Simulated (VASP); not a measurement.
ZnCu, 2 atoms in the cell. Symmetry: Cmmm, No. 65, orthorhombic system. The conventional cell has a = 2.976 Å, b = 4.243 Å, c = 4.141 Å, α = 90.00°, β = 90.00°, γ = 90.00°. Within 3.4 Å of Zn (site symmetry mmm) lie 8 Cu at 2.55 to 2.96 Å and 6 Zn at 2.59 to 2.98 Å. Cu (site symmetry mmm) has 8 Zn at 2.55 to 2.96 Å and 6 Cu at 2.59 to 2.98 Å within 3.4 Å. 

```yaml
Program: VASP 6.6.1
Task: single point
Functional: revPBE
Potentials_or_basis: VASP PAW PBE potentials, release 64 (Zn, Cu)
Cutoff: 520 eV
k_mesh: 9 × 9 × 6
Occupations: fermi-dirac, width 0.05 eV
Spin: no spin polarisation
Dipole_correction: no
Further_INCAR_settings: ALGO = Normal; EDIFF = 1e-07; NBANDS = 18
```

Potentials or basis: VASP PAW PBE potentials, release 64 (Zn, Cu).

Command:

```console
$ cat potpaw_PBE.64/Zn/POTCAR potpaw_PBE.64/Cu/POTCAR > POTCAR
$ mpirun -np 1 vasp_std > vasp.out
```

Hardware: 1 thread of AMD EPYC 7R43 64-Core Processor (Zen 3), on a shared host.

Q: Estimate the wall time of this run.

A: Wall time 35 s on 1 thread of AMD EPYC 7R43 64-Core Processor (Zen 3), with other jobs on the host, peak memory 0.13 GiB. Counts: scf iterations 14, k points 100.
